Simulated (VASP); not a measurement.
Write the native input for VASP 6.6.1 that does the following.

* Task: dielectric tensor
* Functional: PBE
* Potentials or basis: VASP PAW PBE potentials, release 64 (Mg, O)
* Cutoff: 520 eV
* k mesh: 11 × 11 × 11
* Occupations: gaussian, width 0.01 eV
* Spin: no spin polarisation
* Dipole correction: no
* Further INCAR settings: ALGO = Normal; EDIFF = 1e-08

The structure of MgO lies in POSCAR:

```
MgO
1.0
    0.0000000000      2.0970013927      2.0970013927
    2.0970013927      0.0000000000      2.0970013927
    2.0970013927      2.0970013927      0.0000000000
Mg O
1 1
Direct
    0.0000000000      0.0000000000      0.0000000000
    0.5000000000      0.5000000000      0.5000000000
```

These files were run (other wordings do the same):

INCAR

```
SYSTEM = MgO
ALGO     = Normal         ! electronic algorithm
EDIFF    = 1E-8           ! SCF threshold, eV
ENCUT    = 520            ! plane-wave cutoff, eV
GGA      = PE             ! functional
ISIF     = 2              ! what is computed and relaxed
ISMEAR   = 0              ! smearing method
LASPH    = .TRUE.         ! aspherical terms in the spheres
LCHARG   = .FALSE.        ! write CHGCAR
LEPSILON = .TRUE.         ! dielectric tensor by DFPT
LREAL    = .FALSE.        ! projectors in reciprocal space
LWAVE    = .FALSE.        ! write WAVECAR
NELM     = 80             ! most SCF steps
PREC     = Accurate       ! precision mode
SIGMA    = 0.01           ! smearing width, eV
```

KPOINTS

```
k-points
0
G
  11 11 11
  0 0 0
```

Potentials or basis: VASP PAW PBE potentials, release 64 (Mg, O).

Run with:

```console
$ cat potpaw_PBE.64/Mg/POTCAR potpaw_PBE.64/O/POTCAR > POTCAR
$ mpirun -np 1 vasp_std > vasp.out
```

Results of the run:

```json
{"Band gap on the k mesh": "4.85 eV, direct", "Electronic dielectric tensor (diagonal)": "3.12", "Born charges (mean of the diagonal)": "Mg +1.96; O -1.96 e"}
```

Wall time 84 s on 1 thread of Intel(R) Xeon(R) Platinum 8488C (Sapphire Rapids) (shared host), peak memory 0.19 GiB.
